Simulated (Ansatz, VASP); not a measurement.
## One calculation of LiF, two programs

The input POSCAR:

```
LiF
1.0
    3.0810126371      0.0000000000      0.0000000000
   -1.5405063186      2.6682352131      0.0000000000
    0.0000000000      0.0000000000      4.7853429675
Li F
2 2
Direct
    0.3333333333      0.6666666667     -0.0074305300
    0.6666666667      0.3333333333      0.4925694700
    0.3333333333      0.6666666667      0.3824305300
    0.6666666667      0.3333333333      0.8824305300
```

File INCAR.step1:

```
SYSTEM = LiF
ALGO = Normal
EDIFF = 1E-4
ENCUT = 520
GGA = PE
ISMEAR = 0
LASPH = .TRUE.
LCHARG = .FALSE.
LREAL = .FALSE.
LWAVE = .TRUE.
NBANDS = 18
NELM = 80
PREC = Accurate
SIGMA = 0.01
```

INCAR.step2

```
SYSTEM = LiF
ALGO = Normal
EDIFF = 1E-7
ENCUT = 520
ISIF = 2
ISMEAR = 0
ISTART = 1
LASPH = .TRUE.
LCHARG = .TRUE.
LELF = .TRUE.
LMIXTAU = .TRUE.
LREAL = .FALSE.
LVHAR = .TRUE.
LWAVE = .FALSE.
METAGGA = R2SCAN
NBANDS = 18
NELM = 80
PREC = Accurate
SIGMA = 0.01
```

Contents of KPOINTS:

```
k-points
0
G
  6 6 4
  0 0 0
```

Input for Ansatz:

```yaml
crystal:
  lattice:
    - [3.0810126371, 0.0, 0.0]
    - [-1.5405063186, 2.6682352131, 0.0]
    - [0.0, 0.0, 4.7853429675]
  atoms:
    - { symbol: Li, position: [0.3333333333, 0.6666666667, -0.00743053] }
    - { symbol: Li, position: [0.6666666667, 0.3333333333, 0.49256947] }
    - { symbol: F, position: [0.3333333333, 0.6666666667, 0.38243053] }
    - { symbol: F, position: [0.6666666667, 0.3333333333, 0.88243053] }
kpoints:
  mp_grid: { grid: [6, 6, 4] }
hamiltonian:
  xc: r2scan
scf:
  occupations: { method: fixed }
  n_extra_bands: 5
output:
  forces: true
  stress: true
  eigenvalues: true
```

Alike in both runs: task single point; functional r2SCAN; k mesh 6 × 6 × 4; no spin polarisation.

```csv
,VASP,Ansatz
version,VASP 6.6.1,Ansatz 0.2.0
potentials or method,"VASP PAW PBE potentials, release 64 (Li_sv, F)","plane waves, PAW"
plane-wave cutoff (eV),520,500
occupations,"gaussian, width 0.01 eV",fixed
valence electrons in the cell,20,20
```

VASP gave:

* gap on the k mesh at the Fermi level (eV): 8.68

Task: Estimate Ansatz's values.

Result: gap on the k mesh at the Fermi level (eV): 8.58.

VASP's potentials were made for PBE, not for r2SCAN.

Noted on VASP's run: the cutoff is short for stress, so the pressure is rough.
